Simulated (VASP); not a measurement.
# Sr in VASP: single point with PBEsol

Aim: the single point of Sr with PBEsol.

Program: VASP 6.6.1. These are calculated values, not measurements. Logs are shortened: lines on timing, memory, paths and dates and some standing lists are left out, and cuts for length are marked.

### Step 1. The cell of the first run

The cell holds a slab with vacuum, 9 atoms: a = 4.303 Å, b = 10.539 Å, c = 26.936 Å, α = 90.00°, β = 90.00°, γ = 90.00°.

### Step 2. Single point, PBEsol

INCAR

```
PREC = Accurate ; ENCUT = 520
EDIFF = 1E-6 ; ISMEAR = 0
SIGMA = 0.1 ; LREAL = False
LASPH = True ; NELM = 60
ALGO = Normal ; ISIF = 2
LWAVE = False ; LCHARG = False
LDIPOL = True ; IDIPOL = 3
DIPOL = 0.5 0.5 0.494 ; GGA = PS
NBANDS = 55
```

KPOINTS

```
regular mesh
0
Gamma
  6 3 1
```

POSCAR

```
Sr
1.0
    4.3025326300      0.0000000000      0.0000000000
    0.0000000000     10.5390095500      0.0000000000
    0.0000000000      0.0000000000     26.9362737431
Sr
9
Direct
    0.5000000000      0.6666666700      0.3155596086
    0.0000000000      0.3333333300      0.3616697142
    0.5000000000      0.0000000000      0.4077798095
    0.0000000000      0.6666666700      0.4538899047
    0.5000000000      0.3337648649      0.4938131186
    0.0000000000      0.0023899218      0.5380348025
    0.5000000000      0.6700224635      0.5835252961
    0.0000000000      0.3317299799      0.6244576672
    0.5000000000      0.0036096448      0.6664250582
```

Potentials or basis: VASP PAW PBE potentials, release 64 (Sr_sv).

The run is started by

```bash
$ cat potpaw_PBE.64/Sr_sv/POTCAR > POTCAR
$ mpirun -np 1 vasp_std > vasp.out
```

OUTCAR:

```text
PREC = Accurate
   ENCUT = 520
   EDIFF = 1E-6
   ISMEAR = 0
   LREAL = False
   LASPH = True
   NELM = 60
   ISIF = 2
   GGA = PS

 ion  position               nearest neighbor table
   1  0.500  0.667  0.316-   3 4.30   2 4.30   2 4.30   4 4.30   4 4.30
   2  0.000  0.333  0.362-   5 4.16   5 4.16   3 4.30   3 4.30   4 4.30   1 4.30   1 4.30
   3  0.500  0.000  0.408-   6 4.12   6 4.12   5 4.21   4 4.30   4 4.30   2 4.30   2 4.30   1 4.30

   4  0.000  0.667  0.454-   7 4.10   7 4.10   6 4.20   5 4.25   5 4.25   3 4.30   3 4.30   2 4.30
                             1 4.30   1 4.30
   5  0.500  0.334  0.494-   8 4.12   8 4.12   2 4.16   2 4.16   3 4.21   4 4.25   4 4.25   6 4.27
                             6 4.27   7 4.29
   6  0.000  0.002  0.538-   9 4.07   9 4.07   3 4.12   3 4.12   8 4.18   4 4.20   5 4.27   5 4.27
                             7 4.29   7 4.29
   7  0.500  0.670  0.584-   4 4.10   4 4.10   9 4.16   5 4.29   6 4.29   6 4.29   8 4.31   8 4.31

   8  0.000  0.332  0.624-   5 4.12   5 4.12   6 4.18   9 4.23   9 4.23   7 4.31   7 4.31
   9  0.500  0.004  0.666-   6 4.07   6 4.07   7 4.16   8 4.23   8 4.23

  LATTYP: Found a simple orthorhombic cell.
 ALAT       =     4.3025326300
 B/A-ratio  =     2.4494897439
 C/A-ratio  =     6.2605623384

  Lattice vectors:

 A1 = (   4.3025326300,   0.0000000000,   0.0000000000)
 A2 = (   0.0000000000,  10.5390095500,   0.0000000000)
 A3 = (   0.0000000000,   0.0000000000,  26.9362737431)

Analysis of symmetry for initial positions (statically):
=====================================================================
 Subroutine PRICEL returns:
 Original cell was already a primitive cell.

 Routine SETGRP: Setting up the symmetry group for a
 simple orthorhombic supercell.

 Subroutine GETGRP returns: Found  2 space group operations
 (whereof  2 operations were pure point group operations)
 out of a pool of  8 trial point group operations.

The static configuration has the point symmetry C_1h.

Analysis of symmetry for dynamics (positions and initial velocities):
=====================================================================
 Subroutine PRICEL returns:
 Original cell was already a primitive cell.

 Routine SETGRP: Setting up the symmetry group for a
 simple orthorhombic supercell.

 Subroutine GETGRP returns: Found  2 space group operations
 (whereof  2 operations were pure point group operations)
 out of a pool of  8 trial point group operations.

The dynamic configuration has the point symmetry C_1h.

 Subroutine INISYM returns: Found  2 space group operations
 (whereof  2 operations are pure point group operations),
 and found     1 'primitive' translations

----------------------------------------------------------------------------------------

                                     Primitive cell

  volume of cell :    1221.4100

  direct lattice vectors                    reciprocal lattice vectors
     4.302532630  0.000000000  0.000000000     0.232421247  0.000000000  0.000000000
     0.000000000 10.539009550  0.000000000     0.000000000  0.094885577  0.000000000
     0.000000000  0.000000000 26.936273743     0.000000000  0.000000000  0.037124660

  length of vectors
     4.302532630 10.539009550 26.936273743     0.232421247  0.094885577  0.037124660

  position of ions in fractional coordinates (direct lattice)
     0.500000000  0.666666670  0.315559609
     0.000000000  0.333333330  0.361669714
     0.500000000  0.000000000  0.407779809
     0.000000000  0.666666670  0.453889905
     0.500000000  0.333764865  0.493813119
     0.000000000  0.002389922  0.538034803
     0.500000000  0.670022463  0.583525296
     0.000000000  0.331729980  0.624457667
     0.500000000  0.003609645  0.666425058

  ion indices of the primitive-cell ions
   primitive index   ion index
                 1           1
                 2           2
                 3           3
                 4           4
                 5           5
                 6           6
                 7           7
                 8           8
                 9           9

----------------------------------------------------------------------------------------

 KPOINTS: regular mesh

Automatic generation of k-mesh.
 Grid dimensions read from file:
 generate k-points for:    6    3    1

 Generating k-lattice:

  Cartesian coordinates                     Fractional coordinates (reciprocal lattice)
     0.038736875  0.000000000  0.000000000     0.166666667  0.000000000  0.000000000
     0.000000000  0.031628526  0.000000000     0.000000000  0.333333333  0.000000000
     0.000000000  0.000000000  0.037124660     0.000000000  0.000000000  1.000000000

  Length of vectors
     0.038736875  0.031628526  0.037124660

  Shift w.r.t. Gamma in fractional coordinates (k-lattice)
     0.000000000  0.000000000  0.000000000

 Subroutine IBZKPT returns following result:
 ===========================================

 Found      8 irreducible k-points:

 Following reciprocal coordinates:
            Coordinates               Weight
  0.000000  0.000000  0.000000      1.000000
  0.166667  0.000000  0.000000      2.000000
  0.333333  0.000000  0.000000      2.000000
  0.500000  0.000000  0.000000      1.000000
  0.000000  0.333333  0.000000      2.000000
  0.166667  0.333333  0.000000      4.000000
  0.333333  0.333333  0.000000      4.000000
  0.500000  0.333333  0.000000      2.000000
   k-points           NKPTS =      8   k-points in BZ     NKDIM =      8   number of bands    NBANDS=     55
   number of dos      NEDOS =    301   number of ions     NIONS =      9
   total plane-waves  NPLWV = 512000
   dimension x,y,z NGX =    32 NGY =   80 NGZ =  200
   dimension x,y,z NGXF=    64 NGYF=  160 NGZF=  400
   ions per type =               9
   NGX,Y,Z   is equivalent  to a cutoff of  12.36, 12.62, 12.34 a.u.
   NGXF,Y,Z  is equivalent  to a cutoff of  24.73, 25.24, 24.69 a.u.
 SYSTEM =  unknown system
   PREC   = accura    normal or accurate (medium, high low for compatibility)
   ISTART =      0    job   : 0-new  1-cont  2-samecut
   ICHARG =      2    charge: 1-file 2-atom 10-const
   ISPIN  =      1    spin polarized calculation?
   LNONCOLLINEAR =      F non collinear calculations
   LSORBIT =      F    spin-orbit coupling
   LASPH  =      T    aspherical Exc in radial PAW
   ENCUT  =  520.0 eV  38.22 Ry    6.18 a.u.   8.00 19.60 50.08*2*pi/ulx,y,z
   NELM   =     60;   NELMIN=  2; NELMDL= -5     # of ELM steps
   EDIFF  = 0.1E-05   stopping-criterion for ELM
   LREAL  =      F    real-space projection
   EDIFFG = 0.1E-04   stopping-criterion for IOM
   NSW    =      0    number of steps for IOM
   IBRION =     -1    ionic relax: 0-MD 1-quasi-New 2-CG
   NFREE  =      0    steps in history (QN), initial steepest desc. (CG)
   ISIF   =      2    stress and relaxation
   ISYM   =      2    0-nonsym 1-usesym 2-fastsym
   POTIM  = 0.5000    time-step for ionic-motion
   TEBEG  =    0.0;   TEEND  =   0.0 temperature during run
   PSTRESS=    0.0 pullay stress
   NELECT =      90.0000    total number of electrons
   NUPDOWN=      -1.0000    fix difference up-down
   EMIN   =  10.00;   EMAX   =-10.00  energy-range for DOS
   EFERMI =   0.00;   METHOD = LEGACY
   ISMEAR =     0;   SIGMA  =   0.10  broadening in eV -4-tet -1-fermi 0-gaus
   EFERMI_NEDOS =   21; number of points for ismear=-14 and -15
   IALGO  =     38    algorithm
   IMIX   =      4    mixing-type and parameters
     AMIX     =   0.40;   BMIX     =  1.00
     AMIX_MAG =   1.60;   BMIX_MAG =  1.00
  volume/ion in A,a.u.               =     135.71       915.83
  Fermi-wavevector in a.u.,A,eV,Ry     =   0.686333  1.296982  6.409074  0.471054
  Thomas-Fermi vector in A             =   1.766532
   LORBIT       =      0    0 simple, 1 ext, 2 COOP (PROOUT), +10 PAW based schemes
   GGA     = PS    functional components
   LHFCALC =     F    Hartree Fock is set to
   AEXX    =    0.0000 exact exchange contribution
   IVDW    =     0    specifies the selected vdW correction
   LEPSILON=     F    determine dielectric tensor
   LRPA    =     F    only Hartree local field effects (RPA)
 non-spin polarized calculation
 Gauss-broadening in eV      SIGMA  =   0.10
  energy-cutoff  :      520.00
  volume of cell :     1221.41
 maximum number of plane-waves:     33004
 NGX is ok and might be reduce to    32
   NGX = 15   NGY = 39   NGZ =101

 dipolmoment           0.000000      0.000000      0.000421 electrons x Angstroem

 number of electron      89.9999999 magnetization

 dipolmoment           0.000000      0.000000     -0.000698 electrons x Angstroem

 Free energy of the ion-electron system (eV)
  ---------------------------------------------------
  ext. energy  EPLUGINS =         0.00000000
  ---------------------------------------------------
  free energy    TOTEN  =       -14.10171368 eV

  energy without entropy =      -14.04891772  energy(sigma->0) =      -14.07531570

 E-fermi :  -0.7733     XC(G=0):  -3.6435

 val. band max:       -0.8206004419   @ k =   0.3333   0.3333   0.0000
 cond. band min:      -0.7417314077   @ k =   0.0000   0.3333   0.0000
 fundamental gap:      0.0788690341
 Fermi energy:        -0.7732556111

 k-point     1 :       0.0000    0.0000    0.0000
  band No.  band energies     occupation
      1     -38.0782      2.00000
      2     -37.9328      2.00000
      3     -37.7084      2.00000
      4     -37.6522      2.00000
      5     -37.5401      2.00000
      6     -37.5317      2.00000
[... 47 lines left out ...]
     54       0.0790      0.00000
     55       0.1483      0.00000

 k-point     2 :       0.1667    0.0000    0.0000
  band No.  band energies     occupation
      1     -38.0772      2.00000
      2     -37.9318      2.00000
      3     -37.7074      2.00000
      4     -37.6512      2.00000
      5     -37.5391      2.00000
      6     -37.5306      2.00000
[... 47 lines left out ...]
     54       0.0635      0.00000
     55       0.1303      0.00000

 k-point     3 :       0.3333    0.0000    0.0000
  band No.  band energies     occupation
      1     -38.0752      2.00000
      2     -37.9297      2.00000
      3     -37.7053      2.00000
      4     -37.6491      2.00000
      5     -37.5370      2.00000
      6     -37.5285      2.00000
[... 47 lines left out ...]
     54      -0.0743      0.00000
     55       0.0337      0.00000

 k-point     4 :       0.5000    0.0000    0.0000
  band No.  band energies     occupation
      1     -38.0742      2.00000
      2     -37.9287      2.00000
      3     -37.7043      2.00000
      4     -37.6480      2.00000
      5     -37.5359      2.00000
      6     -37.5275      2.00000
[... 47 lines left out ...]
     54      -0.1422      0.00000
     55      -0.0931      0.00000

 k-point     5 :       0.0000    0.3333    0.0000
  band No.  band energies     occupation
      1     -38.0782      2.00000
      2     -37.9328      2.00000
      3     -37.7084      2.00000
      4     -37.6522      2.00000
      5     -37.5401      2.00000
      6     -37.5317      2.00000
[... 47 lines left out ...]
     54       0.1086      0.00000
     55       0.1931      0.00000

 k-point     6 :       0.1667    0.3333    0.0000
  band No.  band energies     occupation
      1     -38.0772      2.00000
      2     -37.9318      2.00000
      3     -37.7074      2.00000
      4     -37.6512      2.00000
      5     -37.5391      2.00000
      6     -37.5306      2.00000
[... 47 lines left out ...]
     54       0.0658      0.00000
     55       0.1509      0.00000

 k-point     7 :       0.3333    0.3333    0.0000
  band No.  band energies     occupation
      1     -38.0752      2.00000
      2     -37.9297      2.00000
      3     -37.7053      2.00000
      4     -37.6491      2.00000
      5     -37.5370      2.00000
      6     -37.5285      2.00000
[... 47 lines left out ...]
     54      -0.0670      0.00000
     55      -0.0355      0.00000

 k-point     8 :       0.5000    0.3333    0.0000
  band No.  band energies     occupation
      1     -38.0742      2.00000
      2     -37.9287      2.00000
      3     -37.7043      2.00000
      4     -37.6480      2.00000
      5     -37.5359      2.00000
      6     -37.5275      2.00000
[... 47 lines left out ...]
     54      -0.2305      0.00000
     55      -0.1330      0.00000

------------------------ aborting loop because EDIFF is reached ----------------------------------------

 vacuum level on the upper side and lower side of the slab       (xc-potential included)        -0.129        -0.148

  FORCE on cell =-STRESS in cart. coord.  units (eV):
  Direction    XX          YY          ZZ          XY          YZ          ZX
  --------------------------------------------------------------------------------------
  -------------------------------------------------------------------------------------
  Total       -1.8043263     -2.3269455     -0.7025203      0.0000000      0.0560175      0.0000000
  in kB       -2.3668142     -3.0523569     -0.9215268      0.0000000      0.0734807      0.0000000
  external PRESSURE =      -2.1135660 kB  Pullay stress =       0.0000000 kB

 VOLUME and BASIS-vectors are now :
 -----------------------------------------------------------------------------
  energy-cutoff  :      520.00
  volume of cell :     1221.41
      direct lattice vectors                 reciprocal lattice vectors
     4.302532630  0.000000000  0.000000000     0.232421247  0.000000000  0.000000000
     0.000000000 10.539009550  0.000000000     0.000000000  0.094885577  0.000000000
     0.000000000  0.000000000 26.936273743     0.000000000  0.000000000  0.037124660

 POSITION                                       TOTAL-FORCE (eV/Angst)
 -----------------------------------------------------------------------------------
      2.15127      7.02601      8.50000         0.000000     -0.008876      0.227805
      0.00000      3.51300      9.74203         0.000000      0.074914      0.021705
      2.15127      0.00000     10.98407         0.000000     -0.076425     -0.049625
      0.00000      7.02601     12.22610         0.000000     -0.015052     -0.256085
      2.15127      3.51755     13.30149         0.000000     -0.000174      0.002513
      0.00000      0.02519     14.49265         0.000000      0.000183      0.031916
      2.15127      7.06137     15.71800         0.000000      0.013813      0.017412
      0.00000      3.49611     16.82056         0.000000      0.000756      0.003643
      2.15127      0.03804     17.95101         0.000000      0.010862      0.000716
 -----------------------------------------------------------------------------------
    total drift:                                0.000000     -0.000014      0.000036

  FREE ENERGIE OF THE ION-ELECTRON SYSTEM (eV)
  ---------------------------------------------------
  free  energy   TOTEN  =       -14.1017136817 eV

  energy  without entropy=      -14.0489177185  energy(sigma->0) =      -14.07531570

 vacuum level on the upper side and lower side of the slab         1.616         1.612
```

Run time: 38 min. Hardware: 1 thread of Oxide Virtual Turin-like, shared host; peak memory 1.1 GiB.

What came out:

```yaml
Free_energy: -14.1017 eV
Largest_force: 0.257 eV/Å
Band_gap_on_the_k_mesh: zero (bands 45 and 46 overlap by 0.02 eV)
```

Forces in eV/Å, atoms in the order of the input:
```
Sr   0.000 -0.009  0.228
Sr   0.000  0.075  0.022
Sr   0.000 -0.076 -0.050
Sr   0.000 -0.015 -0.256
Sr   0.000  0.000  0.003
Sr   0.000  0.000  0.032
Sr   0.000  0.014  0.017
Sr   0.000  0.001  0.004
Sr   0.000  0.011  0.001
```

Caveat: the PAW data sets were made with another functional, which shifts forces and pressure a little.
